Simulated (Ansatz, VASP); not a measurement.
## Two plane-wave programs on Al

POSCAR

```
Al
1.0
    0.0000000000      1.9967029009      1.9967029009
    1.9967029009      0.0000000000      1.9967029009
    1.9967029009      1.9967029009      0.0000000000
Al
1
Direct
    0.0000000000      0.0000000000      0.0000000000
```

The input INCAR.step1:

```
SYSTEM = Al
  ALGO = Normal
  EDIFF = 1E-4
  ENCUT = 600
  GGA = PE
  ISMEAR = -1
  LASPH = .True.
  LCHARG = .False.
  LREAL = .False.
  LWAVE = .True.
  NELM = 100
  PREC = Accurate
  SIGMA = 0.08
```

File INCAR.step2:

```
SYSTEM = Al
  ALGO = Normal
  EDIFF = 1E-6
  EDIFFG = -0.005
  ENCUT = 600
  IBRION = 2
  ISIF = 3
  ISMEAR = -1
  ISTART = 1
  LASPH = .True.
  LCHARG = .False.
  LMIXTAU = .True.
  LREAL = .False.
  LWAVE = .False.
  METAGGA = R2SCAN
  NELM = 100
  NSW = 60
  PREC = Accurate
  SIGMA = 0.08
```

Contents of KPOINTS:

```
k-points
0
Gamma
  19 19 19
  0 0 0
```

Input for Ansatz:

```yaml
crystal:
  lattice:
    - [0.0, 1.9967029009, 1.9967029009]
    - [1.9967029009, 0.0, 1.9967029009]
    - [1.9967029009, 1.9967029009, 0.0]
  atoms:
    - { symbol: Al, position: [0.0, 0.0, 0.0] }
kpoints:
  mp_grid: { grid: [19, 19, 19] }
scf:
  occupations: { method: fermi_dirac, width: 0.08 }
hamiltonian:
  xc: r2scan
  pseudopotentials: { kind: paw }
output:
  forces: true
  stress: true
  write_density: true
  write_potential: true
  elf: true
  volumetric_format: npy
relax:
  f_tol: 0.005
  max_steps: 40
  cell: {}
```

Alike in both runs: task relaxation of cell and atoms; functional r2SCAN; k mesh 19 × 19 × 19; occupations fermi-dirac, width 0.08 eV; no spin polarisation.

```csv
,VASP,Ansatz
version,VASP 6.6.1,Ansatz 0.2.0
potentials or method,"VASP PAW PBE potentials, release 64 (Al)","PAW with Ansatz's default frozen-core files, scalar-relativistic"
plane-wave cutoff (eV),600,500
valence electrons in the cell,3,3
```

VASP gave:

* relaxed volume (Å³/atom): 15.86
* relaxed length of the cell vector where the two differ most in proportion (Å): 2.820

Problem. Which values does Ansatz return?

Solution. Relaxed volume (Å³/atom): 15.92; relaxed length of the cell vector where the two differ most in proportion (Å): 2.824.

VASP's potentials were made for PBE, not for r2SCAN.
